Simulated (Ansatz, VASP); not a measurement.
# Bi in VASP and in Ansatz

Contents of INCAR:

```
PREC = Accurate ; ENCUT = 600
EDIFF = 1E-6 ; ISMEAR = -1
SIGMA = 0.05 ; LREAL = F
LASPH = T ; NELM = 60
ALGO = Normal ; ISIF = 3
LWAVE = F ; LCHARG = F
GGA = PE ; IBRION = 2
NSW = 100 ; EDIFFG = -0.005
```

File KPOINTS:

```
regular mesh
0
Gamma
  16 16 16
```

File POSCAR:

```
Bi
1.0
    0.0000000000      2.2133533911      2.2133533911
    2.2133533911      0.0000000000      2.2133533911
    2.2133533911      2.2133533911      0.0000000000
Bi
1
Direct
    0.0000000000      0.0000000000      0.0000000000
```

Input for Ansatz:

```yaml
crystal:
  lattice:
    - [0.0, 2.2133533911, 2.2133533911]
    - [2.2133533911, 0.0, 2.2133533911]
    - [2.2133533911, 2.2133533911, 0.0]
  atoms:
    - { symbol: Bi, position: [0.0, 0.0, 0.0] }
kpoints:
  mp_grid: { grid: [16, 16, 16] }
scf:
  occupations: { method: fermi_dirac, width: 0.05 }
hamiltonian:
  xc: pbe
  pseudopotentials: { kind: paw }
output:
  forces: true
  stress: true
relax:
  f_tol: 0.005
  max_steps: 80
  cell: {}
```

Alike in both runs: task relaxation of cell and atoms; functional PBE; k mesh 16 × 16 × 16; occupations fermi-dirac, width 0.05 eV; no spin polarisation.

|  | VASP | Ansatz |
| --- | --- | --- |
| version | VASP 6.6.1 | Ansatz 0.2.0 |
| potentials or method | VASP PAW PBE potentials, release 64 (Bi_d) | PAW with Ansatz's default frozen-core files, scalar-relativistic |
| plane-wave cutoff (eV) | 600 | 420 |
| valence electrons in the cell | 15 | 15 |

VASP gave:

| Item | Value |
| --- | --- |
| relaxed volume (Å³/atom) | 31.76 |
| relaxed cell length with the largest relative difference (Å) | 3.555 |

**Question.** What did Ansatz give for the same quantities?

**Answer.** Relaxed volume (Å³/atom): 31.80; relaxed cell length with the largest relative difference (Å): 3.556.

Spin-orbit coupling is off throughout. Noted on VASP's run: the volume moved by over 15 % at a fixed basis, so the end points are rough.
